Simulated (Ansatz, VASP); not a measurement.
## W in VASP and in Ansatz

POSCAR

```
W
1.0
   -1.5848038465      1.5848038465      1.5848038465
    1.5848038465     -1.5848038465      1.5848038465
    1.5848038465      1.5848038465     -1.5848038465
W
1
Direct
    0.0000000000      0.0000000000      0.0000000000
```

Contents of INCAR.step1:

```
SYSTEM = W
  PREC = Accurate
  ENCUT = 520
  ISMEAR = 0
  SIGMA = 0.3
  LREAL = .FALSE.
  LASPH = .TRUE.
  NELM = 60
  NBANDS = 13
  GGA = PE
  ALGO = Normal
  EDIFF = 1E-4
  LWAVE = .TRUE.
  LCHARG = .FALSE.
```

Contents of INCAR.step2:

```
SYSTEM = W
  PREC = Accurate
  ENCUT = 520
  EDIFF = 1E-6
  ISMEAR = 0
  SIGMA = 0.3
  LREAL = .FALSE.
  LASPH = .TRUE.
  NELM = 60
  ALGO = Normal
  ISIF = 2
  LWAVE = .FALSE.
  LCHARG = .TRUE.
  METAGGA = R2SCAN
  LMIXTAU = .TRUE.
  LELF = .TRUE.
  LVHAR = .TRUE.
  NBANDS = 13
  ISTART = 1
```

File KPOINTS:

```
Automatic mesh
0
G
  14 14 14
  0 0 0
```

Input for Ansatz:

```yaml
crystal:
  lattice:
    - [-1.5848038465, 1.5848038465, 1.5848038465]
    - [1.5848038465, -1.5848038465, 1.5848038465]
    - [1.5848038465, 1.5848038465, -1.5848038465]
  atoms:
    - { symbol: W, position: [0.0, 0.0, 0.0] }
hamiltonian:
  xc: r2scan
  pseudopotentials:
    kind: paw
    azcp:
      W: "pseudopotentials/W.paw.azcp"
basis:
  ecutwfc: 500
  fft_grid_basis: typed
kpoints:
  mp_grid: { grid: [14, 14, 14], shift: [0, 0, 0] }
magnetization:
  spin_polarized: false
scf:
  occupations: { method: gaussian, width: 0.3 }
  lower_state_search: "off"
output:
  stress: true
```

Alike in both runs: task single point; functional r2SCAN; k mesh 14 × 14 × 14; occupations gaussian, width 0.3 eV; no spin polarisation.

|  | VASP | Ansatz |
| --- | --- | --- |
| version | VASP 6.6.1 | Ansatz 0.2.0 |
| potentials or method | VASP PAW PBE potentials, release 64 (W_sv), cutoff 520 eV | plane waves (500 eV) with PAW, scalar-relativistic |
| valence electrons in the cell | 14 | 14 |

|  | VASP | Ansatz | Ansatz less VASP |
| --- | --- | --- | --- |
| pressure (GPa) | 1.1 | -0.1 | -1.23 |

VASP's potentials were made for PBE, not for r2SCAN.

Spin-orbit coupling is off throughout.
